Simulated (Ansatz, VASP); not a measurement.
**TiO in VASP and in Ansatz**

File INCAR:

```
SYSTEM = TiO
PREC = Accurate ; ENCUT = 520
EDIFF = 1E-7 ; ISMEAR = 0
SIGMA = 0.1 ; LREAL = .FALSE.
LASPH = .TRUE. ; NELM = 100
ALGO = Normal ; ISIF = 2
LWAVE = .FALSE. ; LCHARG = .TRUE.
GGA = PS ; LELF = .TRUE.
LVHAR = .TRUE. ; NBANDS = 26
```

File KPOINTS:

```
regular mesh
0
G
  18 18 8
  0 0 0
```

Contents of POSCAR:

```
TiO
1.0
    2.8516080131      0.0000000000      0.0000000000
   -1.4258040066      2.4695649810      0.0000000000
    0.0000000000      0.0000000000      5.5675030000
Ti O
2 2
Direct
    0.3333333333      0.6666666667      0.2500000000
    0.6666666667      0.3333333333      0.7500000000
    0.0000000000      0.0000000000      0.0000000000
    0.0000000000      0.0000000000      0.5000000000
```

Input for Ansatz:

```yaml
crystal:
  lattice:
    - [2.8516080131, 0.0, 0.0]
    - [-1.4258040066, 2.469564981, 0.0]
    - [0.0, 0.0, 5.567503]
  atoms:
    - { symbol: Ti, position: [0.3333333333, 0.6666666667, 0.25] }
    - { symbol: Ti, position: [0.6666666667, 0.3333333333, 0.75] }
    - { symbol: O, position: [0.0, 0.0, 0.0] }
    - { symbol: O, position: [0.0, 0.0, 0.5] }
basis:
  ecutwfc: 460
kpoints:
  mp_grid: { grid: [18, 18, 8] }
hamiltonian:
  xc: pbesol
scf:
  occupations: { method: gaussian, width: 0.1 }
output:
  forces: true
  stress: true
  eigenvalues: true
```

Alike in both runs: task single point; functional PBEsol; k mesh 18 × 18 × 8; occupations gaussian, width 0.1 eV; no spin polarisation.

|  | VASP | Ansatz |
| --- | --- | --- |
| version | VASP 6.6.1 | Ansatz 0.2.0 |
| potentials or method | VASP PAW PBE potentials, release 64 (Ti_sv, O), cutoff 520 eV | scalar-relativistic, plane waves, PAW |
| valence electrons in the cell | 36 | 36 |

|  | VASP | Ansatz | Ansatz less VASP |
| --- | --- | --- | --- |
| gap on the k mesh at the Fermi level (eV) | none | none | - |
| pressure (GPa) | -9.3 | -10.0 | -0.66 |
| traceless stress, the component that is largest in VASP (GPa) | -1.77 | -1.85 | -0.083 |

VASP's potentials were made for PBE, not for PBEsol. A gap of «none» marks a metal or a gap that the smearing closes. The functional is the same, so the differences come from potentials, cutoffs and numerics.
